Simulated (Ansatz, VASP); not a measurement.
## LiH: VASP beside Ansatz

Contents of INCAR:

```
SYSTEM = LiH
PREC     = Accurate       ! precision mode
ENCUT    = 520            ! plane-wave cutoff, eV
EDIFF    = 1E-6           ! SCF threshold, eV
ISMEAR   = 0              ! smearing method
SIGMA    = 0.01           ! smearing width, eV
LREAL    = .FALSE.        ! projectors in reciprocal space
LASPH    = .TRUE.         ! aspherical terms in the spheres
NELM     = 80             ! most SCF steps
ALGO     = Normal         ! electronic algorithm
ISIF     = 2              ! what is computed and relaxed
LWAVE    = .FALSE.        ! write WAVECAR
LCHARG   = .FALSE.        ! write CHGCAR
GGA      = PE             ! functional
NBANDS   = 9              ! bands
```

Contents of KPOINTS:

```
Automatic mesh
0
G
  8 8 8
  0 0 0
```

POSCAR

```
LiH
1.0
    0.0000000000      1.9984726927      1.9984726927
    1.9984726927      0.0000000000      1.9984726927
    1.9984726927      1.9984726927      0.0000000000
Li H
1 1
Direct
    0.0000000000      0.0000000000      0.0000000000
    0.5000000000      0.5000000000      0.5000000000
```

Input for Ansatz:

```yaml
crystal:
  lattice:
    - [0.0, 1.9984726927, 1.9984726927]
    - [1.9984726927, 0.0, 1.9984726927]
    - [1.9984726927, 1.9984726927, 0.0]
  atoms:
    - { symbol: Li, position: [0.0, 0.0, 0.0] }
    - { symbol: H, position: [0.5, 0.5, 0.5] }
kpoints:
  mp_grid: { grid: [8, 8, 8] }
hamiltonian:
  xc: pbe
scf:
  occupations: { method: fixed }
  n_extra_bands: 4
output:
  forces: true
  stress: true
  eigenvalues: true
```

Alike in both runs: task single point; functional PBE; k mesh 8 × 8 × 8; no spin polarisation.

```csv
,VASP,Ansatz
version,VASP 6.6.1,Ansatz 0.2.0
potentials or method,"VASP PAW PBE potentials, release 64 (Li_sv, H)","plane waves, PAW"
plane-wave cutoff (eV),520,420
occupations,"gaussian, width 0.01 eV",fixed
valence electrons in the cell,4,4
```

|  | VASP | Ansatz | Ansatz less VASP |
| --- | --- | --- | --- |
| gap on the k mesh at the Fermi level (eV) | 2.97 | 2.98 | +0.006 |

Noted on VASP's run: the cutoff is short for stress, so the pressure is rough.
